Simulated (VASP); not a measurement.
A run of VASP 6.6.1:

Contents of INCAR:

```
SYSTEM = MgI2
PREC = Accurate
ENCUT = 520
EDIFF = 1E-7
ISMEAR = 0
SIGMA = 0.05
LREAL = .False.
LASPH = .True.
NELM = 60
ALGO = Normal
ISIF = 2
LWAVE = .False.
LCHARG = .True.
LELF = .True.
LVHAR = .True.
NBANDS = 15
```

The input KPOINTS:

```
Automatic mesh
0
Gamma
  6 6 4
  0 0 0
```

The input POSCAR:

```
MgI2
1.0
    4.0409034065      0.0000000000      0.0000000000
   -2.0204517033      3.4995250043      0.0000000000
    0.0000000000      0.0000000000      6.6285688777
Mg I
1 2
Direct
    0.0000000000      0.0000000000      0.0000000000
    0.3333333333      0.6666666667      0.7523486881
    0.6666666667      0.3333333333      0.2476513119
```

Potentials or basis: VASP PAW LDA potentials, release 64 (Mg, I).

Command:

```bash
$ cat potpaw_LDA.64/Mg/POTCAR potpaw_LDA.64/I/POTCAR > POTCAR
$ mpirun -np 1 vasp_std > vasp.out
```

Hardware: 1 thread of Intel(R) Xeon(R) Platinum 8488C (Sapphire Rapids) (shared host).

Question: How long does it take, and how much memory?

Answer: It took 21 s on 1 thread of Intel(R) Xeon(R) Platinum 8488C (Sapphire Rapids), on a shared host, peak memory 0.18 GiB. Counts: scf iterations 13, k points 24.
